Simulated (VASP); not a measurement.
**BiW: relaxation of cell and atoms with PBE**

The system is BiW.

```
CELL_PARAMETERS angstrom
4.20534 0.00000 0.00000
-2.10267 3.64193 0.00000
0.00000 0.00000 5.86122
ATOMIC_POSITIONS crystal
W 0.00000 0.00000 0.00000
W 0.00000 0.00000 0.50000
Bi 0.33333 0.66667 0.25000
Bi 0.66667 0.33333 0.75000
```

```json
{"Program": "VASP 6.6.1", "Task": "relaxation of cell and atoms", "Functional": "PBE", "Potentials or basis": "VASP PAW PBE potentials, release 64 (W_sv, Bi_d)", "Cutoff": "600 eV", "k mesh": "10 × 10 × 6", "Occupations": "gaussian, width 0.05 eV", "Spin": "no spin polarisation", "Dipole correction": "no", "Further INCAR settings": "ALGO = Fast; EDIFF = 1e-06; IBRION = 2; EDIFFG = -0.01; NSW = 80; ISIF = 3"}
```

```json
{
  "Relaxed volume": "23.89 Å³/atom",
  "Relaxed cell": "a = 4.623 Å, b = 4.623 Å, c = 5.162 Å, α = 90.00°, β = 90.00°, γ = 120.00°",
  "Space group after relaxing (to 0.1 Å)": "P6_3/mmc (No. 194)",
  "Energy gained by relaxing": "260.8 meV/atom",
  "Ionic steps": "10",
  "Pressure after relaxing": "0.0 GPa",
  "Band gap on the k mesh": "zero (bands 29 and 30 overlap by 1.40 eV)"
}
```

Step by step:
| step | energy change (eV) | largest force (eV/Å) | pressure (GPa) | volume (Å³) |
| --- | --- | --- | --- | --- |
| 1 | 0.0000 | 0.0000 | 5.23 | 89.77 |
| 2 | -0.7107 | 0.0000 | -5.90 | 99.13 |
| 3 | -0.7499 | 0.0000 | -7.51 | 101.27 |
| 4 | -0.9910 | 0.0000 | 0.25 | 96.60 |
| 5 | -1.0246 | 0.0000 | -1.98 | 97.75 |
| 6 | -1.0245 | 0.0000 | -2.11 | 97.82 |
| 7 | -1.0432 | 0.0000 | -0.20 | 95.75 |
| 8 | -1.0433 | 0.0000 | -0.07 | 95.61 |
| 9 | -1.0433 | 0.0000 | -0.03 | 95.57 |
| 10 | -1.0433 | 0.0000 | 0.04 | 95.54 |

Final structure:
```cif
data_structure
_symmetry_space_group_name_H-M 'P 1'
_symmetry_Int_Tables_number 1
_cell_length_a 4.6230
_cell_length_b 4.6230
_cell_length_c 5.1619
_cell_angle_alpha 90.000
_cell_angle_beta 90.000
_cell_angle_gamma 120.000
_cell_volume 95.54
loop_
_atom_site_label
_atom_site_type_symbol
_atom_site_fract_x
_atom_site_fract_y
_atom_site_fract_z
_atom_site_occupancy
W1 W 0.00000 0.00000 0.00000 1
W2 W 0.00000 0.00000 0.50000 1
Bi1 Bi 0.33333 0.66667 0.25000 1
Bi2 Bi 0.66667 0.33333 0.75000 1
```

Levels at points of the mesh, in eV from the Fermi level:
```tsv
k point	band 25	band 26	band 27	band 28	band 29	band 30	band 31	band 32	band 33	band 34
(0.00, 0.00, 0.00)	-2.10	-2.10	0.27	0.27	0.32	0.32	2.53	2.85	3.42	3.42
(0.50, 0.00, 0.00)	-2.29	-1.70	-1.51	-1.43	-0.82	0.63	0.79	1.05	3.25	3.44
(0.00, 0.00, 0.50)	-1.79	-1.79	-0.54	-0.54	-0.54	-0.54	-0.22	-0.22	4.41	4.41
(0.50, 0.00, 0.50)	-1.64	-1.64	-0.02	-0.02	0.02	0.02	0.10	0.10	2.58	2.58
```

It took 43 min on 1 thread of AMD EPYC 7R13, on a shared host, peak memory 0.38 GiB.

Caveat: spin-orbit coupling is left out, which moves the levels of the heavy elements.
